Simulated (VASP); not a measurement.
# Rh (Im-3m) in VASP: notebook

The runs below take Rh through single point, relaxation of cell and atoms, with LDA.

All numbers are computed with VASP 6.6.1; they aren't measurements. Logs are shortened: lines on timing, memory, paths and dates and some standing lists are left out, and cuts for length are marked.

### Step 1. The cell of the first run

The structure is cubic, space group Im-3m (No. 229). The conventional cell has a = 3.022 Å, b = 3.022 Å, c = 3.022 Å, α = 90.00°, β = 90.00°, γ = 90.00°. Rh (site symmetry m-3m) has 14 Rh at 2.62 to 3.02 Å within 3.5 Å.

### Step 2. Single point, LDA

Input file INCAR:

```
SYSTEM = Rh
PREC     = Accurate       ! precision mode
ENCUT    = 500            ! plane-wave cutoff, eV
EDIFF    = 1E-6           ! SCF threshold, eV
ISMEAR   = 0              ! smearing method
SIGMA    = 0.1            ! smearing width, eV
LREAL    = .False.        ! projectors in reciprocal space
LASPH    = .True.         ! aspherical terms in the spheres
NELM     = 120            ! most SCF steps
ALGO     = Normal         ! electronic algorithm
ISIF     = 2              ! what is computed and relaxed
LWAVE    = .False.        ! write WAVECAR
LCHARG   = .True.         ! write CHGCAR
GGA      = CA             ! functional
LELF     = .True.         ! ELF
LVHAR    = .True.       
NBANDS   = 14             ! bands
GGA_COMPAT= .False.
```

Input file KPOINTS:

```
Automatic mesh
0
Gamma
  8 8 8
  0 0 0
```

Input file POSCAR:

```
Rh
1.0
   -1.5110298079      1.5110298079      1.5110298079
    1.5110298079     -1.5110298079      1.5110298079
    1.5110298079      1.5110298079     -1.5110298079
Rh
1
Direct
    0.0000000000      0.0000000000      0.0000000000
```

Potentials or basis: VASP PAW LDA potentials, release 64 (Rh_pv).

Command:

```bash
$ cat potpaw_LDA.64/Rh_pv/POTCAR > POTCAR
$ mpirun -np 1 vasp_std > vasp.out
```

OUTCAR:

```text
SYSTEM = Rh
   PREC = Accurate
   ENCUT = 500
   EDIFF = 1E-6
   ISMEAR = 0
   LREAL = .False.
   LASPH = .True.
   NELM = 120
   ISIF = 2
   GGA = CA

 ion  position               nearest neighbor table
   1  0.000  0.000  0.000-

  LATTYP: Found a body centered cubic cell.
 ALAT       =     3.0220596158

  Lattice vectors:

 A1 = (  -1.5110298079,   1.5110298079,   1.5110298079)
 A2 = (   1.5110298079,  -1.5110298079,   1.5110298079)
 A3 = (   1.5110298079,   1.5110298079,  -1.5110298079)

Analysis of symmetry for initial positions (statically):
=====================================================================
 Subroutine PRICEL returns:
 Original cell was already a primitive cell.

 Routine SETGRP: Setting up the symmetry group for a
 body centered cubic supercell.

 Subroutine GETGRP returns: Found 48 space group operations
 (whereof 48 operations were pure point group operations)
 out of a pool of 48 trial point group operations.

The static configuration has the point symmetry O_h .

Analysis of symmetry for dynamics (positions and initial velocities):
=====================================================================
 Subroutine PRICEL returns:
 Original cell was already a primitive cell.

 Routine SETGRP: Setting up the symmetry group for a
 body centered cubic supercell.

 Subroutine GETGRP returns: Found 48 space group operations
 (whereof 48 operations were pure point group operations)
 out of a pool of 48 trial point group operations.

The dynamic configuration has the point symmetry O_h .

 Subroutine INISYM returns: Found 48 space group operations
 (whereof 48 operations are pure point group operations),
 and found     1 'primitive' translations

----------------------------------------------------------------------------------------

                                     Primitive cell

  volume of cell :      13.8000

  direct lattice vectors                    reciprocal lattice vectors
    -1.511029808  1.511029808  1.511029808     0.000000000  0.330900157  0.330900157
     1.511029808 -1.511029808  1.511029808     0.330900157  0.000000000  0.330900157
     1.511029808  1.511029808 -1.511029808     0.330900157  0.330900157  0.000000000

  length of vectors
     2.617180399  2.617180399  2.617180399     0.467963489  0.467963489  0.467963489

  position of ions in fractional coordinates (direct lattice)
     0.000000000  0.000000000  0.000000000

  ion indices of the primitive-cell ions
   primitive index   ion index
                 1           1

----------------------------------------------------------------------------------------

 KPOINTS: Automatic mesh

Automatic generation of k-mesh.
 Grid dimensions read from file:
 generate k-points for:    8    8    8

 Generating k-lattice:

  Cartesian coordinates                     Fractional coordinates (reciprocal lattice)
     0.000000000  0.041362520  0.041362520     0.125000000  0.000000000  0.000000000
     0.041362520  0.000000000  0.041362520     0.000000000  0.125000000  0.000000000
     0.041362520  0.041362520  0.000000000     0.000000000  0.000000000  0.125000000

  Length of vectors
     0.058495436  0.058495436  0.058495436

  Shift w.r.t. Gamma in fractional coordinates (k-lattice)
     0.000000000  0.000000000  0.000000000

 Subroutine IBZKPT returns following result:
 ===========================================

 Found     29 irreducible k-points:

 Following reciprocal coordinates:
            Coordinates               Weight
  0.000000  0.000000  0.000000      1.000000
  0.125000  0.000000  0.000000     12.000000
  0.250000  0.000000  0.000000     12.000000
  0.375000  0.000000  0.000000     12.000000
  0.500000  0.000000  0.000000      6.000000
  0.125000  0.125000  0.000000     24.000000
[... 16 lines left out ...]
 -0.250000  0.250000  0.250000      6.000000
 -0.375000  0.375000  0.250000     24.000000
 [... further k-points ...]
   k-points           NKPTS =     29   k-points in BZ     NKDIM =     29   number of bands    NBANDS=     14
   number of dos      NEDOS =    301   number of ions     NIONS =      1
   total plane-waves  NPLWV =   8000
   dimension x,y,z NGX =    20 NGY =   20 NGZ =   20
   dimension x,y,z NGXF=    40 NGYF=   40 NGZF=   40
   ions per type =               1
   NGX,Y,Z   is equivalent  to a cutoff of  12.70, 12.70, 12.70 a.u.
   NGXF,Y,Z  is equivalent  to a cutoff of  25.41, 25.41, 25.41 a.u.
 SYSTEM =  Rh
   PREC   = accura    normal or accurate (medium, high low for compatibility)
   ISTART =      0    job   : 0-new  1-cont  2-samecut
   ICHARG =      2    charge: 1-file 2-atom 10-const
   ISPIN  =      1    spin polarized calculation?
   LNONCOLLINEAR =      F non collinear calculations
   LSORBIT =      F    spin-orbit coupling
   LASPH  =      T    aspherical Exc in radial PAW
   ENCUT  =  500.0 eV  36.75 Ry    6.06 a.u.   4.77  4.77  4.77*2*pi/ulx,y,z
   NELM   =    120;   NELMIN=  2; NELMDL= -5     # of ELM steps
   EDIFF  = 0.1E-05   stopping-criterion for ELM
   LREAL  =      F    real-space projection
   EDIFFG = 0.1E-04   stopping-criterion for IOM
   NSW    =      0    number of steps for IOM
   IBRION =     -1    ionic relax: 0-MD 1-quasi-New 2-CG
   NFREE  =      0    steps in history (QN), initial steepest desc. (CG)
   ISIF   =      2    stress and relaxation
   ISYM   =      2    0-nonsym 1-usesym 2-fastsym
   POTIM  = 0.5000    time-step for ionic-motion
   TEBEG  =    0.0;   TEEND  =   0.0 temperature during run
   PSTRESS=    0.0 pullay stress
   NELECT =      15.0000    total number of electrons
   NUPDOWN=      -1.0000    fix difference up-down
   EMIN   =  10.00;   EMAX   =-10.00  energy-range for DOS
   EFERMI =   0.00;   METHOD = LEGACY
   ISMEAR =     0;   SIGMA  =   0.10  broadening in eV -4-tet -1-fermi 0-gaus
   EFERMI_NEDOS =   21; number of points for ismear=-14 and -15
   IALGO  =     38    algorithm
   IMIX   =      4    mixing-type and parameters
     AMIX     =   0.40;   BMIX     =  1.00
     AMIX_MAG =   1.60;   BMIX_MAG =  1.00
  volume/ion in A,a.u.               =      13.80        93.13
  Fermi-wavevector in a.u.,A,eV,Ry     =   1.683238  3.180859 38.549258  2.833291
  Thomas-Fermi vector in A             =   2.766475
   LORBIT       =      0    0 simple, 1 ext, 2 COOP (PROOUT), +10 PAW based schemes
   GGA     = CA    functional components
   LHFCALC =     F    Hartree Fock is set to
   AEXX    =    0.0000 exact exchange contribution
   IVDW    =     0    specifies the selected vdW correction
   LEPSILON=     F    determine dielectric tensor
   LRPA    =     F    only Hartree local field effects (RPA)
 non-spin polarized calculation
 Gauss-broadening in eV      SIGMA  =   0.10
  energy-cutoff  :      500.00
  volume of cell :       13.80
 maximum number of plane-waves:       370
   NGX =  9   NGY =  9   NGZ =  9

 number of electron      14.9999993 magnetization

 Free energy of the ion-electron system (eV)
  ---------------------------------------------------
  ext. energy  EPLUGINS =         0.00000000
  ---------------------------------------------------
  free energy    TOTEN  =        -8.28111192 eV

  energy without entropy =       -8.26818250  energy(sigma->0) =       -8.27464721

 E-fermi :  11.4590     XC(G=0): -14.3145

 val. band max:       11.4505104454   @ k =   0.2500   0.2500   0.2500
 cond. band min:      11.4757831928   @ k =  -0.3750  -0.3750   0.1250
 fundamental gap:      0.0252727474
 Fermi energy:        11.4590315589

 k-point     1 :       0.0000    0.0000    0.0000
  band No.  band energies     occupation
      1     -34.3643      2.00000
      2     -34.3643      2.00000
      3     -34.3643      2.00000
      4       3.6403      2.00000
      5       8.4670      2.00000
      6       8.4670      2.00000
      7       8.4670      2.00000
      8      11.0155      2.00000
      9      11.0155      2.00000
     10      29.9037      0.00000
     11      29.9037      0.00000
     12      29.9037      0.00000
     13      32.2908      0.00000
     14      40.2007      0.00000

 k-point     2 :       0.1250    0.0000    0.0000
  band No.  band energies     occupation
      1     -34.4783      2.00000
      2     -34.4019      2.00000
      3     -34.3643      2.00000
      4       4.2787      2.00000
      5       8.2087      2.00000
      6       8.4550      2.00000
      7       8.9955      2.00000
      8      10.7358      2.00000
      9      11.0366      2.00000
     10      30.0498      0.00000
     11      30.0504      0.00000
     12      30.8452      0.00000
     13      32.2911      0.00000
     14      37.1654      0.00000

 k-point     3 :       0.2500    0.0000    0.0000
  band No.  band energies     occupation
      1     -34.7480      2.00000
      2     -34.4919      2.00000
      3     -34.3644      2.00000
      4       5.5548      2.00000
      5       7.6342      2.00000
      6       8.6992      2.00000
      7      10.4298      2.00000
      8      10.5839      2.00000
      9      11.1301      2.00000
     10      27.9096      0.00000
     11      28.8976      0.00000
     12      32.2910      0.00000
     13      33.2898      0.00000
     14      35.8824      0.00000

 k-point     4 :       0.3750    0.0000    0.0000
  band No.  band energies     occupation
      1     -35.0101      2.00000
      2     -34.5807      2.00000
      3     -34.3646      2.00000
      4       5.6860      2.00000
      5       7.1159      2.00000
      6      10.5703      2.00000
      7      11.0751      2.00000
      8      11.2896      1.98341
      9      12.2079      0.00000
     10      23.5369      0.00000
     11      26.8901      0.00000
     12      31.7013      0.00000
     13      32.2918      0.00000
     14      36.1309      0.00000

 k-point     5 :       0.5000    0.0000    0.0000
  band No.  band energies     occupation
      1     -35.1166      2.00000
      2     -34.6172      2.00000
      3     -34.3647      2.00000
      4       5.4908      2.00000
      5       6.9148      2.00000
      6      10.9433      2.00000
      7      11.3780      1.74807
      8      12.7498      0.00000
      9      13.1151      0.00000
     10      20.9275      0.00000
     11      26.0534      0.00000
[... 276 lines left out ...]
 k-point    22 :       0.2500    0.2500    0.2500
  band No.  band energies     occupation
      1     -34.7368      2.00000
      2     -34.7368      2.00000
      3     -34.7368      2.00000
      4       7.6360      2.00000
      5       7.6360      2.00000
      6       7.6360      2.00000
      7      11.4505      1.09592
      8      11.4505      1.09592
      9      20.9973      0.00000
     10      21.9980      0.00000
     11      21.9980      0.00000
     12      21.9980      0.00000
     13      32.2958      0.00000
     14      41.8329      0.00000

 k-point    23 :      -0.2500    0.2500    0.2500
  band No.  band energies     occupation
      1     -34.7584      2.00000
      2     -34.6285      2.00000
      3     -34.6285      2.00000
      4       6.9745      2.00000
      5       7.8926      2.00000
      6       9.2264      2.00000
      7       9.2264      2.00000
      8      10.3132      2.00000
      9      12.8401      0.00000
     10      28.6934      0.00000
     11      29.7682      0.00000
     12      29.7682      0.00000
     13      29.9588      0.00000
     14      32.2940      0.00000

 k-point    24 :      -0.3750    0.3750    0.2500
  band No.  band energies     occupation
      1     -34.9270      2.00000
      2     -34.7235      2.00000
      3     -34.6474      2.00000
      4       6.7724      2.00000
      5       7.2622      2.00000
      6       9.2288      2.00000
      7       9.9699      2.00000
      8      11.8557      0.00000
      9      15.0430      0.00000
     10      24.5650      0.00000
     11      26.9633      0.00000
     12      29.0923      0.00000
     13      31.5143      0.00000
     14      32.2943      0.00000

 [... further k-points ...]
[... 5 lines left out ...]
  --------------------------------------------------------------------------------------
  -------------------------------------------------------------------------------------
  Total       -0.2961228     -0.2961228     -0.2961228     -0.0000000      0.0000000     -0.0000000
  in kB      -34.3797982    -34.3797982    -34.3797982     -0.0000000      0.0000000     -0.0000000
  external PRESSURE =     -34.3797982 kB  Pullay stress =       0.0000000 kB

 VOLUME and BASIS-vectors are now :
 -----------------------------------------------------------------------------
  energy-cutoff  :      500.00
  volume of cell :       13.80
      direct lattice vectors                 reciprocal lattice vectors
    -1.511029808  1.511029808  1.511029808     0.000000000  0.330900157  0.330900157
     1.511029808 -1.511029808  1.511029808     0.330900157  0.000000000  0.330900157
     1.511029808  1.511029808 -1.511029808     0.330900157  0.330900157  0.000000000

 POSITION                                       TOTAL-FORCE (eV/Angst)
 -----------------------------------------------------------------------------------
      0.00000      0.00000      0.00000        -0.000000      0.000000     -0.000000
 -----------------------------------------------------------------------------------
    total drift:                                0.000000     -0.000000     -0.000000

  FREE ENERGIE OF THE ION-ELECTRON SYSTEM (eV)
  ---------------------------------------------------
  free  energy   TOTEN  =        -8.2811119229 eV

  energy  without entropy=       -8.2681824989  energy(sigma->0) =       -8.27464721
```

Run time: 3.9 s. Hardware: 1 thread of Intel Xeon Platinum 8488C (Sapphire Rapids), shared host; peak memory 0.12 GiB.

What came out:

```yaml
Free_energy: -8.2811 eV
Pressure: -3.4 GPa
```

Levels at points of the mesh, in eV from the Fermi level:
```csv
k point,band 6,band 7,band 8,band 9,band 10,band 11
"(0.00, 0.00, 0.00)",-2.99,-2.99,-0.44,-0.44,18.44,18.44
"(0.50, 0.00, 0.00)",-0.52,-0.08,1.29,1.66,9.47,14.59
"(0.50, 0.50, 0.50)",1.13,1.13,1.13,9.46,9.46,9.46
```

Caveat: the k points lie up to 0.37 Å⁻¹ apart.

### Step 3. Single point, LDA

This run uses another cell than the first one, of 13.58 Å³/atom, 0.984 times its volume.

Input file INCAR:

```
SYSTEM = Rh
PREC = Accurate
ENCUT = 500
EDIFF = 1E-6
ISMEAR = 0
SIGMA = 0.1
LREAL = .FALSE.
LASPH = .TRUE.
NELM = 120
ALGO = Normal
ISIF = 2
LWAVE = .FALSE.
LCHARG = .FALSE.
NBANDS = 14
GGA_COMPAT = .FALSE.
```

Input file KPOINTS:

```
Automatic mesh
0
G
  20 20 20
  0 0 0
```

Input file POSCAR:

```
Rh
1.0
   -1.5031360654      1.5031360654      1.5031360654
    1.5031360654     -1.5031360654      1.5031360654
    1.5031360654      1.5031360654     -1.5031360654
Rh
1
Direct
    0.0000000000      0.0000000000      0.0000000000
```

Potentials or basis: VASP PAW LDA potentials, release 64 (Rh_pv).

Command:

```bash
$ cat potpaw_LDA.64/Rh_pv/POTCAR > POTCAR
$ mpirun -np 1 vasp_std > vasp.out
```

Wall time 26 s (1 thread of Intel Xeon Platinum 8488C (Sapphire Rapids), shared host); peak memory 0.15 GiB.

Results (log left out):

```yaml
Free_energy: -8.2903 eV
Pressure: 0.9 GPa
```

Levels at points of the mesh, in eV from the Fermi level:
| k point | band 5 | band 6 | band 7 | band 8 | band 9 | band 10 |
| --- | --- | --- | --- | --- | --- | --- |
| (0.00, 0.00, 0.00) | -3.06 | -3.06 | -3.06 | -0.46 | -0.46 | 18.46 |
| (0.50, 0.00, 0.00) | -4.65 | -0.53 | -0.09 | 1.28 | 1.71 | 9.65 |
| (0.50, 0.50, 0.50) | -6.11 | 1.16 | 1.16 | 1.16 | 9.54 | 9.54 |

### Step 4. Relaxation of cell and atoms, LDA

Input file INCAR:

```
SYSTEM = Rh
  ALGO = Normal
  EDIFF = 1E-7
  EDIFFG = -0.002
  ENCUT = 500
  GGA = CA
  GGA_COMPAT = .FALSE.
  IBRION = 2
  ISIF = 3
  ISMEAR = 0
  LASPH = .TRUE.
  LCHARG = .FALSE.
  LREAL = .FALSE.
  LWAVE = .FALSE.
  NELM = 120
  NELMIN = 4
  NSW = 100
  PREC = Accurate
  SIGMA = 0.1
```

Input file KPOINTS:

```
k-points
0
G
  20 20 20
  0 0 0
```

Input file POSCAR:

```
Rh
1.0
   -1.5110298079      1.5110298079      1.5110298079
    1.5110298079     -1.5110298079      1.5110298079
    1.5110298079      1.5110298079     -1.5110298079
Rh
1
Direct
    0.0000000000      0.0000000000      0.0000000000
```

Command:

```bash
$ cat potpaw_LDA.64/Rh_pv/POTCAR > POTCAR
$ mpirun -np 1 vasp_std > vasp.out
```

Run time: 60 s. Hardware: 1 thread of Intel Xeon Platinum 8488C (Sapphire Rapids), shared host; peak memory 0.16 GiB.

Results (log left out):

| Property | Result |
| --- | --- |
| Free energy | -8.2905 eV |
| Relaxed volume | 13.63 Å³/atom |
| Relaxed cell | a = 2.606 Å, b = 2.606 Å, c = 2.606 Å, α = 109.47°, β = 109.47°, γ = 109.47° |
| Space group after relaxing (to 0.05 Å) | Im-3m (No. 229) |
| Energy gained by relaxing | 1.9 meV/atom |
| Ionic steps | 5 |
| Pressure after relaxing | 0.0 GPa |

The path:
```
step  energy change (eV)  largest force (eV/Å)  pressure (GPa)  volume (Å³)
   1              0.0000                0.0000           -3.55        13.80
   2              0.0109                0.0000            9.99        13.20
   3             -0.0019                0.0000           -0.04        13.63
   4             -0.0019                0.0000            0.03        13.62
   5             -0.0019                0.0000           -0.02        13.63
```

Final structure:
```xyz
1
Lattice="-1.5047 1.5047 1.5047 1.5047 -1.5047 1.5047 1.5047 1.5047 -1.5047" Properties=species:S:1:pos:R:3 pbc="T T T"
Rh    0.0000    0.0000    0.0000
```

Levels at points of the mesh, in eV from the Fermi level:
```csv
k point,band 3,band 4,band 5,band 6,band 7,band 8,band 9,band 10,band 11
"(0.00, 0.00, 0.00)",-45.84,-7.91,-3.05,-3.05,-3.05,-0.46,-0.46,18.46,18.46
"(0.50, 0.00, 0.00)",-45.84,-6.07,-4.63,-0.53,-0.09,1.28,1.70,9.61,14.61
"(0.50, 0.50, 0.50)",-46.40,-6.08,-6.08,1.16,1.16,1.16,9.52,9.52,9.52
```

### Step 5. Summary

| task | cell | k mesh | gap on the mesh (eV) | pressure (GPa) |
| --- | --- | --- | --- | --- |
| single point | a = 2.617 Å, angles 109.5°, 1 atom | 8 × 8 × 8 | none | -3.4 |
| single point | a = 2.604 Å, angles 109.5°, 1 atom | 20 × 20 × 20 | none | 0.9 |
| relaxation of cell and atoms | relaxed from a = 2.617 Å, angles 109.5°, 1 atom | 20 × 20 × 20 | none | 0.0 |

Alike in all rows: level LDA; potentials or basis VASP PAW LDA potentials, release 64 (Rh_pv); no spin polarisation; cutoff (eV) 500; smearing gaussian 0.1 eV.

Caveats: some runs use coarse meshes.

Total energies depend on the potentials used, so only differences within one code and one set of settings carry meaning.
